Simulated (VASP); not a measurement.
# CuH8 (P4/mmm) in VASP: notebook, part 2 of 2

VASP 6.6.1. The steps go on from the part before.

**4. Single point, PBE**

This run uses another cell than the first one, of 8.45 Å³/atom, 0.959 times its volume.

INCAR reads:

```
PREC     = Accurate       # precision mode
ENCUT    = 520            # plane-wave cutoff, eV
EDIFF    = 1E-6           # SCF threshold, eV
ISMEAR   = 0              # smearing method
SIGMA    = 0.1            # smearing width, eV
LREAL    = False          # projectors in reciprocal space
LASPH    = True           # aspherical terms in the spheres
NELM     = 100            # most SCF steps
ALGO     = Normal         # electronic algorithm
ISIF     = 2              # what is computed and relaxed
LWAVE    = False          # write WAVECAR
LCHARG   = True           # write CHGCAR
GGA      = PE             # functional
LELF     = True           # ELF
LVHAR    = True         
NBANDS   = 20             # bands
```

KPOINTS reads:

```
regular mesh
0
Gamma
  4 4 4
```

POSCAR reads:

```
CuH8
1.0
    4.0811974036      0.0000000000      0.0000000000
    0.0000000000      4.0811974036      0.0000000000
    0.0000000000      0.0000000000      4.5677775327
Cu H
1 8
Direct
    0.0000000000      0.0000000000      0.0000000000
    0.3979931769      0.0000000000      0.0000000000
    0.6020068231      0.0000000000      0.0000000000
    0.0000000000      0.3979931769      0.0000000000
    0.0000000000      0.6020068231      0.0000000000
    0.2854845481      0.5000000000      0.5000000000
    0.7145154519      0.5000000000      0.5000000000
    0.5000000000      0.2854845481      0.5000000000
    0.5000000000      0.7145154519      0.5000000000
```

Started as:

```sh
$ cat potpaw_PBE.64/Cu/POTCAR potpaw_PBE.64/H/POTCAR > POTCAR
$ mpirun -np 1 vasp_std > vasp.out
```

Wall time 24 s (1 thread of AMD EPYC 9R45 (Zen 5), shared host); peak memory 0.15 GiB.

It converged, with:

* Free energy: -23.0657 eV
* Pressure: -0.2 GPa
* Largest force: 0.042 eV/Å

Forces in eV/Å, atoms in the order of the input:
```
Cu   0.000  0.000  0.000
H    0.042  0.000  0.000
H   -0.042  0.000  0.000
H    0.000  0.042  0.000
H    0.000 -0.042  0.000
H   -0.021  0.000  0.000
H    0.021  0.000  0.000
H    0.000 -0.021  0.000
H    0.000  0.021  0.000
```

Stress tensor (GPa, compression positive):
```
-0.15  0.00  0.00
 0.00 -0.15  0.00
 0.00  0.00 -0.27
```

Levels at points of the mesh, in eV from the Fermi level:
| k point | band 7 | band 8 | band 9 | band 10 | band 11 | band 12 |
| --- | --- | --- | --- | --- | --- | --- |
| (0.00, 0.00, 0.00) | -1.82 | -0.41 | 0.54 | 0.54 | 3.41 | 3.47 |
| (0.50, 0.00, 0.00) | -2.15 | -2.05 | -0.28 | 1.16 | 2.92 | 3.08 |
| (0.50, 0.50, 0.00) | -2.13 | -2.13 | -1.51 | -0.59 | -0.59 | 6.28 |
| (0.00, 0.00, 0.50) | -1.79 | -0.36 | 1.07 | 1.07 | 2.77 | 2.77 |
| (0.50, 0.00, 0.50) | -2.07 | -1.83 | -1.69 | 1.22 | 3.10 | 3.28 |
| (0.50, 0.50, 0.50) | -2.42 | -2.42 | -1.07 | -0.85 | -0.85 | 3.63 |

Caveat: the k points lie up to 0.38 Å⁻¹ apart.

**5. Relaxation of cell and atoms, PBE**

This run uses another cell than the first one, of 8.58 Å³/atom, 0.973 times its volume.

INCAR reads:

```
SYSTEM = CuH8
PREC = Accurate
ENCUT = 600
EDIFF = 1E-6
ISMEAR = 0
SIGMA = 0.1
LREAL = .False.
LASPH = .True.
NELM = 100
ALGO = Normal
ISIF = 3
LWAVE = .False.
LCHARG = .False.
GGA = PE
IBRION = 2
NSW = 90
EDIFFG = -0.04
```

KPOINTS reads:

```
Automatic mesh
0
Gamma
  4 4 4
  0 0 0
```

POSCAR reads:

```
CuH8
1.0
    4.1784727200      0.0000000000      0.0000000000
    0.0000000000      4.1784727200      0.0000000000
    0.0000000000      0.0000000000      4.4219659600
Cu H
1 8
Direct
    0.0000000000      0.0000000000      0.0000000000
    0.3294541600      0.0000000000      0.0000000000
    0.6705458400      0.0000000000      0.0000000000
    0.0000000000      0.3294541600      0.0000000000
    0.0000000000      0.6705458400      0.0000000000
    0.2776930000      0.5000000000      0.5000000000
    0.7223070000      0.5000000000      0.5000000000
    0.5000000000      0.2776930000      0.5000000000
    0.5000000000      0.7223070000      0.5000000000
```

Potentials or basis: VASP PAW PBE potentials, release 64 (Cu, H).

Started as:

```sh
$ cat potpaw_PBE.64/Cu/POTCAR potpaw_PBE.64/H/POTCAR > POTCAR
$ mpirun -np 1 vasp_std > vasp.out
```

OUTCAR:

```text
SYSTEM = CuH8
   PREC = Accurate
   ENCUT = 600
   EDIFF = 1E-6
   ISMEAR = 0
   LREAL = .False.
   LASPH = .True.
   NELM = 100
   ISIF = 3
   GGA = PE
   IBRION = 2
   NSW = 90
   EDIFFG = -0.04

 ion  position               nearest neighbor table
   1  0.000  0.000  0.000-   2 1.38   3 1.38   4 1.38   5 1.38
   2  0.329  0.000  0.000-   1 1.38
   3  0.671  0.000  0.000-   1 1.38
   4  0.000  0.329  0.000-   1 1.38
   5  0.000  0.671  0.000-   1 1.38
   6  0.278  0.500  0.500-
   7  0.722  0.500  0.500-
   8  0.500  0.278  0.500-
   9  0.500  0.722  0.500-

  LATTYP: Found a simple tetragonal cell.
 ALAT       =     4.1784727200
 C/A-ratio  =     1.0582732631

  Lattice vectors:

 A1 = (   4.1784727200,   0.0000000000,   0.0000000000)
 A2 = (   0.0000000000,   4.1784727200,   0.0000000000)
 A3 = (   0.0000000000,   0.0000000000,   4.4219659600)

Analysis of symmetry for initial positions (statically):
=====================================================================
 Subroutine PRICEL returns:
 Original cell was already a primitive cell.

 Routine SETGRP: Setting up the symmetry group for a
 simple tetragonal supercell.

 Subroutine GETGRP returns: Found 16 space group operations
 (whereof 16 operations were pure point group operations)
 out of a pool of 16 trial point group operations.

The static configuration has the point symmetry D_4h.

Analysis of symmetry for dynamics (positions and initial velocities):
=====================================================================
 Subroutine PRICEL returns:
 Original cell was already a primitive cell.

 Routine SETGRP: Setting up the symmetry group for a
 simple tetragonal supercell.

 Subroutine GETGRP returns: Found 16 space group operations
 (whereof 16 operations were pure point group operations)
 out of a pool of 16 trial point group operations.

The dynamic configuration has the point symmetry D_4h.

 Subroutine INISYM returns: Found 16 space group operations
 (whereof 16 operations are pure point group operations),
 and found     1 'primitive' translations

----------------------------------------------------------------------------------------

                                     Primitive cell

  volume of cell :      77.2059

  direct lattice vectors                    reciprocal lattice vectors
     4.178472720  0.000000000  0.000000000     0.239321893  0.000000000  0.000000000
     0.000000000  4.178472720  0.000000000     0.000000000  0.239321893  0.000000000
     0.000000000  0.000000000  4.421965960     0.000000000  0.000000000  0.226143758

  length of vectors
     4.178472720  4.178472720  4.421965960     0.239321893  0.239321893  0.226143758

  position of ions in fractional coordinates (direct lattice)
     0.000000000  0.000000000  0.000000000
     0.329454160  0.000000000  0.000000000
     0.670545840  0.000000000  0.000000000
     0.000000000  0.329454160  0.000000000
     0.000000000  0.670545840  0.000000000
     0.277693000  0.500000000  0.500000000
     0.722307000  0.500000000  0.500000000
     0.500000000  0.277693000  0.500000000
     0.500000000  0.722307000  0.500000000

[... 43 lines left out ...]
  0.250000  0.250000  0.000000      4.000000
  0.500000  0.250000  0.000000      4.000000
  0.500000  0.500000  0.000000      1.000000
[... 10 lines left out ...]
  0.500000  0.250000  0.500000      4.000000
  0.500000  0.500000  0.500000      1.000000
   k-points           NKPTS =     18   k-points in BZ     NKDIM =     18   number of bands    NBANDS=     14
   number of dos      NEDOS =    301   number of ions     NIONS =      9
   total plane-waves  NPLWV =  46656
   dimension x,y,z NGX =    36 NGY =   36 NGZ =   36
   dimension x,y,z NGXF=    72 NGYF=   72 NGZF=   72
   ions per type =               1   8
   NGX,Y,Z   is equivalent  to a cutoff of  14.32, 14.32, 13.53 a.u.
   NGXF,Y,Z  is equivalent  to a cutoff of  28.65, 28.65, 27.07 a.u.
 SYSTEM =  CuH8
   PREC   = accura    normal or accurate (medium, high low for compatibility)
   ISTART =      0    job   : 0-new  1-cont  2-samecut
   ICHARG =      2    charge: 1-file 2-atom 10-const
   ISPIN  =      1    spin polarized calculation?
   LNONCOLLINEAR =      F non collinear calculations
   LSORBIT =      F    spin-orbit coupling
   LASPH  =      T    aspherical Exc in radial PAW
   ENCUT  =  600.0 eV  44.10 Ry    6.64 a.u.   8.35  8.35  8.83*2*pi/ulx,y,z
   NELM   =    100;   NELMIN=  2; NELMDL= -5     # of ELM steps
   EDIFF  = 0.1E-05   stopping-criterion for ELM
   LREAL  =      F    real-space projection
   EDIFFG = -.4E-01   stopping-criterion for IOM
   NSW    =     90    number of steps for IOM
   IBRION =      2    ionic relax: 0-MD 1-quasi-New 2-CG
   NFREE  =      1    steps in history (QN), initial steepest desc. (CG)
   ISIF   =      3    stress and relaxation
   ISYM   =      2    0-nonsym 1-usesym 2-fastsym
   POTIM  = 0.5000    time-step for ionic-motion
   TEBEG  =    0.0;   TEEND  =   0.0 temperature during run
   PSTRESS=    0.0 pullay stress
   NELECT =      19.0000    total number of electrons
   NUPDOWN=      -1.0000    fix difference up-down
   EMIN   =  10.00;   EMAX   =-10.00  energy-range for DOS
   EFERMI =   0.00;   METHOD = LEGACY
   ISMEAR =     0;   SIGMA  =   0.10  broadening in eV -4-tet -1-fermi 0-gaus
   EFERMI_NEDOS =   21; number of points for ismear=-14 and -15
   IALGO  =     38    algorithm
   IMIX   =      4    mixing-type and parameters
     AMIX     =   0.40;   BMIX     =  1.00
     AMIX_MAG =   1.60;   BMIX_MAG =  1.00
  volume/ion in A,a.u.               =       8.58        57.89
  Fermi-wavevector in a.u.,A,eV,Ry     =   1.025910  1.938688 14.320009  1.052491
  Thomas-Fermi vector in A             =   2.159775
   LORBIT       =      0    0 simple, 1 ext, 2 COOP (PROOUT), +10 PAW based schemes
   GGA     = PE    functional components
   LHFCALC =     F    Hartree Fock is set to
   AEXX    =    0.0000 exact exchange contribution
   IVDW    =     0    specifies the selected vdW correction
   LEPSILON=     F    determine dielectric tensor
   LRPA    =     F    only Hartree local field effects (RPA)
 conjugate gradient relaxation of ions
 non-spin polarized calculation
 Gauss-broadening in eV      SIGMA  =   0.10
  energy-cutoff  :      600.00
  volume of cell :       77.21
 maximum number of plane-waves:      2600
 NGX is ok and might be reduce to    36
   NGX = 17   NGY = 17   NGZ = 17

--------------------------------------- Ionic step        1  -------------------------------------------

 number of electron      19.0000015 magnetization

 Free energy of the ion-electron system (eV)
  ---------------------------------------------------
  ext. energy  EPLUGINS =         0.00000000
  ---------------------------------------------------
  free energy    TOTEN  =       -20.72285565 eV

  energy without entropy =      -20.69321305  energy(sigma->0) =      -20.70803435

------------------------ aborting loop because EDIFF is reached ----------------------------------------

  FORCE on cell =-STRESS in cart. coord.  units (eV):
  Direction    XX          YY          ZZ          XY          YZ          ZX
  --------------------------------------------------------------------------------------
  -------------------------------------------------------------------------------------
  Total        3.4337444      3.4337444     -0.4934809      0.0000000      0.0000000      0.0000000
  in kB       71.2570787     71.2570787    -10.2407179      0.0000000      0.0000000      0.0000000
  external PRESSURE =      44.0911465 kB  Pullay stress =       0.0000000 kB
[... 110 lines left out ...]
  FREE ENERGIE OF THE ION-ELECTRON SYSTEM (eV)
  ---------------------------------------------------
  free  energy   TOTEN  =       -22.8649915638 eV

  energy  without entropy=      -22.8469785939  energy(sigma->0) =      -22.85598508

[... ionic steps 4 to 15 ...]

--------------------------------------- Ionic step       16  -------------------------------------------

 number of electron      19.0000007 magnetization

------------------------ aborting loop because EDIFF is reached ----------------------------------------
[... 81 lines left out ...]
--------------------------------------- Ionic step       18  -------------------------------------------

 number of electron      19.0000003 magnetization

 Free energy of the ion-electron system (eV)
  ---------------------------------------------------
  ext. energy  EPLUGINS =         0.00000000
  ---------------------------------------------------
  free energy    TOTEN  =       -23.06911784 eV

  energy without entropy =      -23.05371897  energy(sigma->0) =      -23.06141841

 E-fermi :  -0.8290     XC(G=0):  -7.9203

 val. band max:       -0.8618562012   @ k =   0.2500   0.2500   0.2500
 cond. band min:      -0.8050424299   @ k =   0.5000   0.2500   0.2500
 fundamental gap:      0.0568137713
 Fermi energy:        -0.8289732655

 k-point     1 :       0.0000    0.0000    0.0000
  band No.  band energies     occupation
      1     -10.5799      2.00000
      2      -7.9386      2.00000
      3      -7.9028      2.00000
      4      -3.1659      2.00000
      5      -2.8737      2.00000
      6      -2.8737      2.00000
      7      -2.6434      2.00000
      8      -1.2644      2.00000
      9      -0.3790      0.00000
     10      -0.3790      0.00000
     11       2.7360      0.00000
     12       2.7360      0.00000
     13       2.7624      0.00000
     14       4.2339      0.00000
[... 323 lines left out ...]
  FREE ENERGIE OF THE ION-ELECTRON SYSTEM (eV)
  ---------------------------------------------------
  free  energy   TOTEN  =       -23.0691178446 eV

  energy  without entropy=      -23.0537189700  energy(sigma->0) =      -23.06141841

 reached required accuracy - stopping structural energy minimisation
```

It took 3.8 min on 1 thread of AMD EPYC 9R45 (Zen 5), shared host; peak memory 0.19 GiB.

What came out:

- Free energy: -23.0691 eV
- Relaxed volume: 8.24 Å³/atom
- Relaxed cell: a = 4.086 Å, b = 4.086 Å, c = 4.445 Å, α = 90.00°, β = 90.00°, γ = 90.00°
- Space group after relaxing (to 0.05 Å): P4/mmm (No. 123)
- Energy gained by relaxing: 260.7 meV/atom
- Ionic steps: 18
- Pressure after relaxing: 0.1 GPa
- Largest force after relaxing: 0.034 eV/Å

Forces on the atoms (eV/Å):
```
Cu   0.000  0.000  0.000
H   -0.034  0.000  0.000
H    0.034  0.000  0.000
H    0.000 -0.034  0.000
H    0.000  0.034  0.000
H   -0.006  0.000  0.000
H    0.006  0.000  0.000
H    0.000 -0.006  0.000
H    0.000  0.006  0.000
```

The path:
| step | energy change (eV) | largest force (eV/Å) | pressure (GPa) | volume (Å³) |
| --- | --- | --- | --- | --- |
| 1 | 0.0000 | 3.4696 | 4.41 | 77.21 |
| 2 | -1.5809 | 1.6358 | -4.25 | 79.86 |
| 3 | -2.1421 | 0.7637 | -4.47 | 81.69 |
| 4 | 5.7593 | 36.0161 | 17.06 | 85.40 |
| 5 | -2.1686 | 0.5208 | -4.08 | 81.78 |
| 6 | -2.1794 | 0.3189 | -3.89 | 81.93 |
| 7 | -1.2308 | 6.2296 | 1.87 | 83.66 |
| 8 | -2.1820 | 0.3137 | -3.56 | 82.03 |
| 9 | -2.2490 | 0.7252 | -1.55 | 79.42 |
| 10 | -2.2490 | 0.7387 | -1.43 | 79.39 |
| 11 | -2.3022 | 0.2608 | -0.82 | 77.56 |
| 12 | -2.3091 | 0.2720 | -0.44 | 76.66 |
| 13 | -2.3195 | 0.2074 | -0.45 | 76.35 |
| 14 | -2.3358 | 0.2243 | -0.68 | 75.41 |
| 15 | -2.3430 | 0.0477 | -0.22 | 74.87 |
| 16 | -2.3432 | 0.0879 | -0.19 | 74.80 |
| 17 | -2.3449 | 0.0652 | -0.12 | 74.54 |
| 18 | -2.3463 | 0.0341 | 0.07 | 74.20 |

Final structure:
```
CELL_PARAMETERS angstrom
4.08590 0.00000 0.00000
0.00000 4.08590 0.00000
0.00000 0.00000 4.44472
ATOMIC_POSITIONS crystal
Cu 0.00000 0.00000 0.00000
H 0.39870 0.00000 0.00000
H 0.60130 0.00000 0.00000
H 0.00000 0.39870 0.00000
H 0.00000 0.60130 0.00000
H 0.28569 0.50000 0.50000
H 0.71431 0.50000 0.50000
H 0.50000 0.28569 0.50000
H 0.50000 0.71431 0.50000
```

Levels at points of the mesh, in eV from the Fermi level:
```tsv
k point	band 7	band 8	band 9	band 10	band 11	band 12
(0.00, 0.00, 0.00)	-1.81	-0.44	0.45	0.45	3.56	3.56
(0.50, 0.00, 0.00)	-2.13	-2.04	-0.19	1.11	2.86	3.07
(0.50, 0.50, 0.00)	-2.12	-2.12	-1.55	-0.53	-0.53	6.42
(0.00, 0.00, 0.50)	-1.77	-0.39	1.04	1.04	2.80	2.80
(0.50, 0.00, 0.50)	-2.06	-1.89	-1.67	1.18	3.11	3.32
(0.50, 0.50, 0.50)	-2.45	-2.45	-1.03	-0.84	-0.84	3.54
```

Caveat: the k points lie up to 0.38 Å⁻¹ apart in the final cell.

**6. Overview**

| task | cell | k mesh | cutoff (eV) | gap on the mesh (eV) | pressure (GPa) | relaxed volume (Å³/atom) | largest force (eV/Å) |
| --- | --- | --- | --- | --- | --- | --- | --- |
| single point | a = 4.037, b = 4.037, c = 4.867 Å, 9 atoms | 10 × 10 × 8 | 520 | none | -0.1 | - | 0.04 |
| relaxation of cell and atoms | relaxed from a = 4.081, b = 4.081, c = 4.568 Å, 9 atoms | 10 × 10 × 8 | 600 | none | 0.0 | 8.78 | 0.01 |
| single point | a = 4.081, b = 4.081, c = 4.568 Å, 9 atoms | 4 × 4 × 4 | 520 | none | -0.2 | - | 0.04 |
| relaxation of cell and atoms | relaxed from a = 4.178, b = 4.178, c = 4.422 Å, 9 atoms | 4 × 4 × 4 | 600 | none | 0.1 | 8.24 | 0.03 |

Alike in all rows: level PBE; potentials or basis VASP PAW PBE potentials, release 64 (Cu, H); no spin polarisation; smearing gaussian 0.1 eV.

Caveats: some runs use coarse meshes.

Total energies depend on the potentials used, so only differences within one code and one set of settings carry meaning.
